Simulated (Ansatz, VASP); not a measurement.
Two plane-wave programs on KF

```
CELL_PARAMETERS angstrom
0.08350 2.62414 2.62414
2.62414 0.08350 2.62414
2.62414 2.62414 0.08350
ATOMIC_POSITIONS crystal
K 0.00000 0.00000 0.00000
F 0.50000 0.50000 0.50000
```

Alike in both runs: task single point; functional LDA; k mesh 8 × 8 × 8; occupations gaussian, width 0.05 eV; no spin polarisation.

```csv
,VASP,Ansatz
version,VASP 6.6.1,Ansatz 0.2.0
potentials or method,"VASP PAW LDA potentials, release 64 (K_sv, F), cutoff 520 eV","scalar-relativistic, plane waves, PAW"
valence electrons in the cell,16,16
```

VASP gave:

| Item | Value |
| --- | --- |
| gap on the k mesh at the Fermi level (eV) | 6.32 |
| least direct gap on the mesh (eV) | 6.32 |
| pressure (GPa) | 0.2 |
| traceless stress, the component that is largest in VASP (GPa) | -0.48 |

Task: What did Ansatz give for the same quantities?

Result: gap on the k mesh at the Fermi level (eV): 6.34; least direct gap on the mesh (eV): 6.34; pressure (GPa): -0.1; traceless stress, the component that is largest in VASP (GPa): -0.49.

LDA's correlation is that of Perdew and Zunger in VASP and of Perdew and Wang (1992) in Ansatz.
